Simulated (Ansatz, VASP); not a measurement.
Two plane-wave programs on Al9N

INCAR

```
ALGO = Normal ; DIPOL = 0.5 0.5 0.304
EDIFF = 1E-6 ; ENCUT = 520
GGA = PE ; IDIPOL = 3
ISIF = 2 ; ISMEAR = 0
LASPH = T ; LCHARG = T
LDIPOL = T ; LELF = T
LREAL = Auto ; LVACPOTAV = T
LVHAR = T ; LWAVE = F
NBANDS = 48 ; NELM = 100
PREC = Accurate ; SIGMA = 0.1
```

File KPOINTS:

```
k-points
0
Gamma
  5 3 1
```

The input POSCAR:

```
Al9N
1.0
    5.7070863110      0.0000000000      0.0000000000
   -1.4267715777      9.7014842372      0.0000000000
    0.0000000000      0.0000000000     22.7903703877
Al N
18 2
Direct
    0.2662216041      0.0648864163      0.1755127245
    0.7662216041      0.0648864163      0.1755127245
    0.3354806058      0.3419224231      0.2192029851
    0.8354806058      0.3419224231      0.2192029851
    0.1493324061      0.5973296244      0.2279410371
    0.6493324061      0.5973296244      0.2279410371
    0.4631842064      0.8527368258      0.2366790893
    0.9631842064      0.8527368258      0.2366790893
    0.0319772075      0.1277109158      0.2808262501
    0.5319772075      0.1277109158      0.2808262501
    0.0997917578      0.4042231245      0.3301071117
    0.5997917578      0.4042231245      0.3301071117
    0.4144000538      0.6596656467      0.3369822073
    0.9144000538      0.6596656467      0.3369822073
    0.2263076930      0.9110819227      0.3449259125
    0.7263076930      0.9110819227      0.3449259125
    0.2962427187      0.1814071959      0.3857054641
    0.7962427187      0.1814071959      0.3857054641
    0.3421762013      0.9110819227      0.4997887351
    0.6104391846      0.9110819227      0.4997887351
```

Input for Ansatz:

```yaml
crystal:
  lattice:
    - [5.707086311, 0.0, 0.0]
    - [-1.4267715777, 9.7014842372, 0.0]
    - [0.0, 0.0, 22.7903703877]
  atoms:
    - { symbol: Al, position: [0.2662216041, 0.0648864163, 0.1755127245] }
    - { symbol: Al, position: [0.7662216041, 0.0648864163, 0.1755127245] }
    - { symbol: Al, position: [0.3354806058, 0.3419224231, 0.2192029851] }
    - { symbol: Al, position: [0.8354806058, 0.3419224231, 0.2192029851] }
    - { symbol: Al, position: [0.1493324061, 0.5973296244, 0.2279410371] }
    - { symbol: Al, position: [0.6493324061, 0.5973296244, 0.2279410371] }
    - { symbol: Al, position: [0.4631842064, 0.8527368258, 0.2366790893] }
    - { symbol: Al, position: [0.9631842064, 0.8527368258, 0.2366790893] }
    - { symbol: Al, position: [0.0319772075, 0.1277109158, 0.2808262501] }
    - { symbol: Al, position: [0.5319772075, 0.1277109158, 0.2808262501] }
    - { symbol: Al, position: [0.0997917578, 0.4042231245, 0.3301071117] }
    - { symbol: Al, position: [0.5997917578, 0.4042231245, 0.3301071117] }
    - { symbol: Al, position: [0.4144000538, 0.6596656467, 0.3369822073] }
    - { symbol: Al, position: [0.9144000538, 0.6596656467, 0.3369822073] }
    - { symbol: Al, position: [0.226307693, 0.9110819227, 0.3449259125] }
    - { symbol: Al, position: [0.726307693, 0.9110819227, 0.3449259125] }
    - { symbol: Al, position: [0.2962427187, 0.1814071959, 0.3857054641] }
    - { symbol: Al, position: [0.7962427187, 0.1814071959, 0.3857054641] }
    - { symbol: "N", position: [0.3421762013, 0.9110819227, 0.4997887351] }
    - { symbol: "N", position: [0.6104391846, 0.9110819227, 0.4997887351] }
basis:
  ecutwfc: 420
kpoints:
  mp_grid: { grid: [5, 3, 1] }
hamiltonian:
  xc: pbe
  pseudopotentials: { kind: paw, azcp: { folder: soft_1 } }
scf:
  occupations: { method: gaussian, width: 0.1 }
output:
  forces: true
  eigenvalues: true
  write_density: true
  write_potential: true
  elf: true
  volumetric_format: npy
efield:
  axis: 3
  dipole_correction: true
  ramp_width: 0.04
```

Alike in both runs: task single point; functional PBE; k mesh 5 × 3 × 1; occupations gaussian, width 0.1 eV; no spin polarisation.

|  | VASP | Ansatz |
| --- | --- | --- |
| version | VASP 6.6.1 | Ansatz 0.2.0 |
| potentials or method | VASP PAW PBE potentials, release 64 (Al, N), cutoff 520 eV | scalar-relativistic, plane waves, PAW |
| valence electrons in the cell | 64 | 64 |

VASP gave:

* gap on the k mesh at the Fermi level (eV): none
* rms of the force components (eV/Å): 2.451
* work function, face that differs most (eV): 5.16

Problem. Which values does Ansatz return?

Solution. gap on the k mesh at the Fermi level (eV): none; rms of the force components (eV/Å): 2.468; work function, face that differs most (eV): 5.15.

Atom by atom the forces differ by 0.017 eV/Å (rms over components). A gap of «none» marks a metal or a gap that the smearing closes. Ansatz's warnings: xc potential rough in thin density.
